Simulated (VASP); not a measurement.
Input of a VASP 6.6.1 run:

INCAR

```
SYSTEM = MgTe4
PREC = Accurate
ENCUT = 520
EDIFF = 1E-6
ISMEAR = 0
SIGMA = 0.1
LREAL = .FALSE.
LASPH = .TRUE.
NELM = 80
ALGO = Normal
ISIF = 2
LWAVE = .FALSE.
LCHARG = .TRUE.
GGA = PE
LELF = .TRUE.
LVHAR = .TRUE.
NBANDS = 21
```

KPOINTS

```
Automatic mesh
0
G
  4 4 4
  0 0 0
```

File POSCAR:

```
MgTe4
1.0
    5.7543249000      0.0000000000      0.0000000000
    0.0000000000      5.7543249000      0.0000000000
    0.0000000000      0.0000000000      5.7543249000
Mg Te
1 4
Direct
    0.0000000000      0.0000000000      0.0000000000
    0.2437810800      0.7562189200      0.7562189200
    0.7562189200      0.2437810800      0.7562189200
    0.7562189200      0.7562189200      0.2437810800
    0.2437810800      0.2437810800      0.2437810800
```

Potentials or basis: VASP PAW PBE potentials, release 64 (Mg, Te).

Command:

```bash
$ cat potpaw_PBE.64/Mg/POTCAR potpaw_PBE.64/Te/POTCAR > POTCAR
$ mpirun -np 1 vasp_std > vasp.out
```

(1) Estimate the band gap on the k mesh.

(2) Predict the pressure.

(3) Predict the largest force.

Results:

(1) zero (band 13 reaches 3.11 eV, above the bottom of band 14 at 2.51 eV).

(2) 3.5 GPa.

(3) 3.023 eV/Å.

Caveat: spin-orbit coupling is left out, which moves the levels of the heavy elements; forces of over 1 eV/Å act on the atoms, so gaps and moduli don't describe the material at rest.
